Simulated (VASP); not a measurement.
The system is InAs.

```xyz
2
Lattice="0.0000 3.0536 3.0536 3.0536 0.0000 3.0536 3.0536 3.0536 0.0000" Properties=species:S:1:pos:R:3 pbc="T T T"
In    4.5803    4.5803    4.5803
As    0.0000    0.0000    0.0000
```

* Program: VASP 6.6.1
* Task: relaxation of cell and atoms
* Functional: PBE
* Potentials or basis: VASP PAW PBE potentials, release 64 (In_d, As)
* Cutoff: 600 eV
* k mesh: 12 × 12 × 12
* Occupations: gaussian, width 0.1 eV
* Spin: no spin polarisation

At the start: pressure 2.1 GPa; volume 28.47 Å³/atom.

How do energy, volume and symmetry change on relaxing?

Over 3 steps the energy falls by 7.4 meV/atom and the volume is 29.63 Å³/atom (+4.1 %); space group F-43m (No. 216, to 0.1 Å) before and after.

The path:
```
step  energy change (eV)  largest force (eV/Å)  pressure (GPa)  volume (Å³)
   1              0.0000                0.0000            2.14        56.94
   2             -0.0130                0.0000           -0.68        60.13
   3             -0.0148                0.0000            0.01        59.26
```

Final structure:
```
In As
1.0
     0.00000    3.09436    3.09436
     3.09436    0.00000    3.09436
     3.09436    3.09436    0.00000
In As
1 1
Direct
  0.75000 0.75000 0.75000
  0.00000 0.00000 0.00000
```
